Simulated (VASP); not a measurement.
# MoS2 (P6_3/mmc) in VASP: further runs, part 3 of 3

VASP 6.6.1. The steps go on from the part before.

**5. Relaxation of cell and atoms, PBE+D3(BJ)**

Contents of INCAR:

```
PREC = Accurate
ENCUT = 600
EDIFF = 1E-6
ISMEAR = 0
SIGMA = 0.02
LREAL = False
LASPH = True
NELM = 60
ALGO = Normal
ISIF = 3
LWAVE = False
LCHARG = False
GGA = PE
IVDW = 12
IBRION = 2
NSW = 100
EDIFFG = -0.002
```

Contents of KPOINTS:

```
regular mesh
0
Gamma
  12 12 2
```

Contents of POSCAR:

```
MoS2
1.0
    3.1922379100      0.0000000000      0.0000000000
   -1.5961189600      2.7645591300      0.0000000000
    0.0000000000      0.0000000000     13.3782940000
Mo S
2 4
Direct
    0.6666666700      0.3333333300      0.2500000000
    0.3333333300      0.6666666700      0.7500000000
    0.6666666700      0.3333333300      0.6330820000
    0.3333333300      0.6666666700      0.3669180000
    0.6666666700      0.3333333300      0.8669180000
    0.3333333300      0.6666666700      0.1330820000
```

Potentials or basis: VASP PAW PBE potentials, release 64 (Mo_sv, S).

Command:

```sh
> cat potpaw_PBE.64/Mo_sv/POTCAR potpaw_PBE.64/S/POTCAR > POTCAR
> mpirun -np 1 vasp_std > vasp.out
```

OUTCAR:

```text
PREC = Accurate
   ENCUT = 600
   EDIFF = 1E-6
   ISMEAR = 0
   LREAL = False
   LASPH = True
   NELM = 60
   ISIF = 3
   GGA = PE
   IVDW = 12
   IBRION = 2
   NSW = 100
   EDIFFG = -0.002
 IVDW          = 12

 ion  position               nearest neighbor table
   1  0.667  0.333  0.250-   4 2.42   6 2.42   4 2.42   6 2.42   4 2.42   6 2.42
   2  0.333  0.667  0.750-   3 2.42   5 2.42   3 2.42   5 2.42   3 2.42   5 2.42
   3  0.667  0.333  0.633-   2 2.42   2 2.42   2 2.42
   4  0.333  0.667  0.367-   1 2.42   1 2.42   1 2.42
   5  0.667  0.333  0.867-   2 2.42   2 2.42   2 2.42
   6  0.333  0.667  0.133-   1 2.42   1 2.42   1 2.42

  LATTYP: Found a hexagonal cell.
 ALAT       =     3.1922379100
 C/A-ratio  =     4.1908825022

  Lattice vectors:

 A1 = (   3.1922379100,   0.0000000000,   0.0000000000)
 A2 = (  -1.5961189600,   2.7645591300,   0.0000000000)
 A3 = (   0.0000000000,   0.0000000000,  13.3782940000)

Analysis of symmetry for initial positions (statically):
=====================================================================
 Subroutine PRICEL returns:
 Original cell was already a primitive cell.

 Routine SETGRP: Setting up the symmetry group for a
 hexagonal supercell.

 Subroutine GETGRP returns: Found 24 space group operations
 (whereof 12 operations were pure point group operations)
 out of a pool of 24 trial point group operations.

The static configuration has the point symmetry D_3d.
 The point group associated with its full space group is D_6h.

Analysis of symmetry for dynamics (positions and initial velocities):
=====================================================================
 Subroutine PRICEL returns:
 Original cell was already a primitive cell.

 Routine SETGRP: Setting up the symmetry group for a
 hexagonal supercell.

 Subroutine GETGRP returns: Found 24 space group operations
 (whereof 12 operations were pure point group operations)
 out of a pool of 24 trial point group operations.

The dynamic configuration has the point symmetry D_3d.
 The point group associated with its full space group is D_6h.

 Subroutine INISYM returns: Found 24 space group operations
 (whereof 12 operations are pure point group operations),
 and found     1 'primitive' translations

----------------------------------------------------------------------------------------

                                     Primitive cell

  volume of cell :     118.0652

  direct lattice vectors                    reciprocal lattice vectors
     3.192237910  0.000000000  0.000000000     0.313259860  0.180860665  0.000000000
    -1.596118960  2.764559130  0.000000000     0.000000000  0.361721328  0.000000000
     0.000000000  0.000000000 13.378294000     0.000000000  0.000000000  0.074747946

  length of vectors
     3.192237910  3.192237917 13.378294000     0.361721329  0.361721328  0.074747946

  position of ions in fractional coordinates (direct lattice)
     0.666666670  0.333333330  0.250000000
     0.333333330  0.666666670  0.750000000
     0.666666670  0.333333330  0.633082000
     0.333333330  0.666666670  0.366918000
     0.666666670  0.333333330  0.866918000
     0.333333330  0.666666670  0.133082000

  ion indices of the primitive-cell ions
   primitive index   ion index
                 1           1
                 2           2
                 3           3
                 4           4
                 5           5
[... 22 lines left out ...]

 Subroutine IBZKPT returns following result:
 ===========================================

 Found     38 irreducible k-points:

 Following reciprocal coordinates:
            Coordinates               Weight
  0.000000  0.000000  0.000000      1.000000
  0.083333  0.000000  0.000000      6.000000
  0.166667  0.000000  0.000000      6.000000
  0.250000  0.000000  0.000000      6.000000
  0.333333  0.000000  0.000000      6.000000
  0.416667 -0.000000  0.000000      6.000000
[... 16 lines left out ...]
  0.250000  0.000000  0.500000      6.000000
  0.333333  0.000000  0.500000      6.000000
 [... further k-points ...]
   k-points           NKPTS =     38   k-points in BZ     NKDIM =     38   number of bands    NBANDS=     31
   number of dos      NEDOS =    301   number of ions     NIONS =      6
   total plane-waves  NPLWV =  84672
   dimension x,y,z NGX =    28 NGY =   28 NGZ =  108
   dimension x,y,z NGXF=    56 NGYF=   56 NGZF=  216
   ions per type =               2   4
   NGX,Y,Z   is equivalent  to a cutoff of  14.58, 14.58, 13.42 a.u.
   NGXF,Y,Z  is equivalent  to a cutoff of  29.16, 29.16, 26.84 a.u.
 SYSTEM =  unknown system
   PREC   = accura    normal or accurate (medium, high low for compatibility)
   ISTART =      0    job   : 0-new  1-cont  2-samecut
   ICHARG =      2    charge: 1-file 2-atom 10-const
   ISPIN  =      1    spin polarized calculation?
   LNONCOLLINEAR =      F non collinear calculations
   LSORBIT =      F    spin-orbit coupling
   LASPH  =      T    aspherical Exc in radial PAW
   ENCUT  =  600.0 eV  44.10 Ry    6.64 a.u.   6.38  6.38 26.72*2*pi/ulx,y,z
   NELM   =     60;   NELMIN=  2; NELMDL= -5     # of ELM steps
   EDIFF  = 0.1E-05   stopping-criterion for ELM
   LREAL  =      F    real-space projection
   EDIFFG = -.2E-02   stopping-criterion for IOM
   NSW    =    100    number of steps for IOM
   IBRION =      2    ionic relax: 0-MD 1-quasi-New 2-CG
   NFREE  =      1    steps in history (QN), initial steepest desc. (CG)
   ISIF   =      3    stress and relaxation
   ISYM   =      2    0-nonsym 1-usesym 2-fastsym
   POTIM  = 0.5000    time-step for ionic-motion
   TEBEG  =    0.0;   TEEND  =   0.0 temperature during run
   PSTRESS=    0.0 pullay stress
   NELECT =      52.0000    total number of electrons
   NUPDOWN=      -1.0000    fix difference up-down
   EMIN   =  10.00;   EMAX   =-10.00  energy-range for DOS
   EFERMI =   0.00;   METHOD = LEGACY
   ISMEAR =     0;   SIGMA  =   0.02  broadening in eV -4-tet -1-fermi 0-gaus
   EFERMI_NEDOS =   21; number of points for ismear=-14 and -15
   IALGO  =     38    algorithm
   IMIX   =      4    mixing-type and parameters
     AMIX     =   0.40;   BMIX     =  1.00
     AMIX_MAG =   1.60;   BMIX_MAG =  1.00
  volume/ion in A,a.u.               =      19.68       132.79
  Fermi-wavevector in a.u.,A,eV,Ry     =   1.245571  2.353789 21.108736  1.551448
  Thomas-Fermi vector in A             =   2.379788
   LORBIT       =      0    0 simple, 1 ext, 2 COOP (PROOUT), +10 PAW based schemes
   GGA     = PE    functional components
   LHFCALC =     F    Hartree Fock is set to
   AEXX    =    0.0000 exact exchange contribution
   IVDW    =    12    specifies the selected vdW correction
   LEPSILON=     F    determine dielectric tensor
   LRPA    =     F    only Hartree local field effects (RPA)
 conjugate gradient relaxation of ions
 non-spin polarized calculation
 Gauss-broadening in eV      SIGMA  =   0.02
  energy-cutoff  :      600.00
  volume of cell :      118.07
 maximum number of plane-waves:      3981
 NGX is ok and might be reduce to    28
   NGX = 13   NGY = 13   NGZ = 53

--------------------------------------- Ionic step        1  -------------------------------------------

 number of electron      52.0000000 magnetization

 Free energy of the ion-electron system (eV)
  ---------------------------------------------------
  ext. energy  EPLUGINS =         0.00000000
  ---------------------------------------------------
  free energy    TOTEN  =       -43.70139879 eV

  energy without entropy =      -43.70139879  energy(sigma->0) =      -43.70139879

------------------------ aborting loop because EDIFF is reached ----------------------------------------

 Edisp (eV)   -2.30990

 E8    (eV) :    -0.9342
[... 117 lines left out ...]
  FREE ENERGIE OF THE ION-ELECTRON SYSTEM (eV)
  ---------------------------------------------------
  free  energy   TOTEN  =       -46.0499552715 eV

  energy  without entropy=      -46.0499552715  energy(sigma->0) =      -46.04995527

[... ionic steps 4 to 17 ...]

--------------------------------------- Ionic step       18  -------------------------------------------

 number of electron      51.9999998 magnetization

------------------------ aborting loop because EDIFF is reached ----------------------------------------
[... 83 lines left out ...]
--------------------------------------- Ionic step       20  -------------------------------------------

 number of electron      51.9999998 magnetization

 Free energy of the ion-electron system (eV)
  ---------------------------------------------------
  ext. energy  EPLUGINS =         0.00000000
  ---------------------------------------------------
  free energy    TOTEN  =       -43.55037638 eV

  energy without entropy =      -43.55037638  energy(sigma->0) =      -43.55037638

 E-fermi :   8.0299     XC(G=0): -11.0133

 val. band max:        7.9461664250   @ k =   0.0000   0.0000   0.0000
 cond. band min:       8.7489807465   @ k =   0.1667   0.1667   0.0000
 fundamental gap:      0.8028143215
 Fermi energy:         8.0298935659

 k-point     1 :       0.0000    0.0000    0.0000
  band No.  band energies     occupation
      1     -53.5910      2.00000
      2     -53.5910      2.00000
      3     -27.7563      2.00000
      4     -27.7562      2.00000
      5     -27.5140      2.00000
      6     -27.5140      2.00000
[... 805 lines left out ...]
     30       9.6279      0.00000
     31      10.9032      0.00000

 [... further k-points ...]

------------------------ aborting loop because EDIFF is reached ----------------------------------------

 Edisp (eV)   -2.62513

 E8    (eV) :    -1.0585
[... 29 lines left out ...]
  FREE ENERGIE OF THE ION-ELECTRON SYSTEM (eV)
  ---------------------------------------------------
  free  energy   TOTEN  =       -46.1755105655 eV

  energy  without entropy=      -46.1755105655  energy(sigma->0) =      -46.17551057

 reached required accuracy - stopping structural energy minimisation
```

CONTCAR:

```text
MoS2
   1.00000000000000
     3.1487847903795032    0.0000000000837272   -0.0000000000000000
    -1.5743924000491814    2.7269276242793286   -0.0000000000000000
    -0.0000000000000000   -0.0000000000000000   12.0937595190710265
  Mo              S
     2     4
Direct
     0.6666666699999979    0.3333333300000021    0.2500000000000000
     0.3333333300000021    0.6666666699999979    0.7500000000000000
     0.6666666699999979    0.3333333300000021    0.6205755207508851
     0.3333333300000021    0.6666666699999979    0.3794244792491149
     0.6666666699999979    0.3333333300000021    0.8794244792491149
     0.3333333300000021    0.6666666699999979    0.1205755207508851

  0.00000000E+00  0.00000000E+00  0.00000000E+00
  0.00000000E+00  0.00000000E+00  0.00000000E+00
  0.00000000E+00  0.00000000E+00  0.00000000E+00
  0.00000000E+00  0.00000000E+00  0.00000000E+00
  0.00000000E+00  0.00000000E+00  0.00000000E+00
  0.00000000E+00  0.00000000E+00  0.00000000E+00
```

Run time: 35 min. Hardware: 1 thread of Intel Xeon Platinum 8488C (Sapphire Rapids), shared host; peak memory 0.39 GiB.

What came out:

- Free energy: -46.1755 eV
- Relaxed volume: 17.31 Å³/atom
- Relaxed cell: a = 3.149 Å, b = 3.149 Å, c = 12.094 Å, α = 90.00°, β = 90.00°, γ = 120.00°
- Space group after relaxing (to 0.1 Å): P6_3/mmc (No. 194)
- Energy gained by relaxing: 27.4 meV/atom
- Ionic steps: 20
- Pressure after relaxing: 0.0 GPa
- Band gap on the k mesh: 0.80 eV (least direct gap 1.71 eV)
- Dispersion energy per atom: -0.438 eV

The path:
| step | energy change (eV) | largest force (eV/Å) | pressure (GPa) | volume (Å³) |
| --- | --- | --- | --- | --- |
| 1 | 0.0000 | 0.1196 | -3.80 | 118.07 |
| 2 | 0.0608 | 1.1410 | 6.57 | 110.27 |
| 3 | -0.0387 | 0.3364 | -0.18 | 114.99 |
| 4 | -0.0531 | 0.1660 | -0.17 | 113.90 |
| 5 | -0.0549 | 0.0805 | -0.16 | 113.34 |
| 6 | -0.0695 | 0.0939 | -0.05 | 112.32 |
| 7 | -0.1101 | 0.1431 | 0.47 | 109.24 |
| 8 | -0.1522 | 0.2704 | 2.30 | 103.13 |
| 9 | -0.1597 | 0.1453 | 1.45 | 103.06 |
| 10 | -0.1630 | 0.0331 | 0.27 | 102.95 |
| 11 | -0.1631 | 0.0094 | 0.42 | 102.97 |
| 12 | -0.1634 | 0.0065 | 0.38 | 103.09 |
| 13 | -0.1640 | 0.0027 | 0.21 | 103.47 |
| 14 | -0.1639 | 0.0208 | -0.12 | 104.22 |
| 15 | -0.1642 | 0.0107 | 0.07 | 103.79 |
| 16 | -0.1642 | 0.0112 | 0.08 | 103.81 |
| 17 | -0.1641 | 0.0160 | -0.03 | 104.02 |
| 18 | -0.1642 | 0.0117 | 0.06 | 103.83 |
| 19 | -0.1642 | 0.0006 | -0.02 | 103.84 |
| 20 | -0.1642 | 0.0013 | -0.01 | 103.84 |

Final structure:
```cif
data_structure
_symmetry_space_group_name_H-M 'P 1'
_symmetry_Int_Tables_number 1
_cell_length_a 3.1488
_cell_length_b 3.1488
_cell_length_c 12.0938
_cell_angle_alpha 90.000
_cell_angle_beta 90.000
_cell_angle_gamma 120.000
_cell_volume 103.84
loop_
_atom_site_label
_atom_site_type_symbol
_atom_site_fract_x
_atom_site_fract_y
_atom_site_fract_z
_atom_site_occupancy
Mo1 Mo 0.66667 0.33333 0.25000 1
Mo2 Mo 0.33333 0.66667 0.75000 1
S1 S 0.66667 0.33333 0.62058 1
S2 S 0.33333 0.66667 0.37942 1
S3 S 0.66667 0.33333 0.87942 1
S4 S 0.33333 0.66667 0.12058 1
```

A k mesh can miss the band edges.

**6. Overview**

```csv
task,cell,k mesh,cutoff (eV),smearing,gap on the mesh (eV),pressure (GPa),largest force (eV/Å)
single point,"a = 3.192, b = 3.192, c = 13.378 Å, angles 90.0, 90.0, 120.0°, 6 atoms, atomic positions A",6 × 6 × 2,520,gaussian 0.1 eV,1.22,-3.8,0.11
single point,"a = 3.149, b = 3.149, c = 12.093 Å, angles 90.0, 90.0, 120.0°, 6 atoms, atomic positions B",12 × 12 × 2,520,gaussian 0.02 eV,0.80,-0.2,0.01
single point,"a = 3.149, b = 3.149, c = 12.093 Å, angles 90.0, 90.0, 120.0°, 6 atoms, atomic positions B",12 × 12 × 4,520,gaussian 0.02 eV,0.80,-0.2,0.01
relaxation of cell and atoms,"relaxed from a = 3.192, b = 3.192, c = 13.378 Å, angles 90.0, 90.0, 120.0°, 6 atoms, atomic positions A",12 × 12 × 2,600,gaussian 0.02 eV,0.80,0.0,-
```

Alike in all rows: level PBE+D3(BJ); potentials or basis VASP PAW PBE potentials, release 64 (Mo_sv, S); no spin polarisation.

Caveats: the cell stands under tension (at least some runs).

Absolute energies hang on the potentials; compare differences alone.
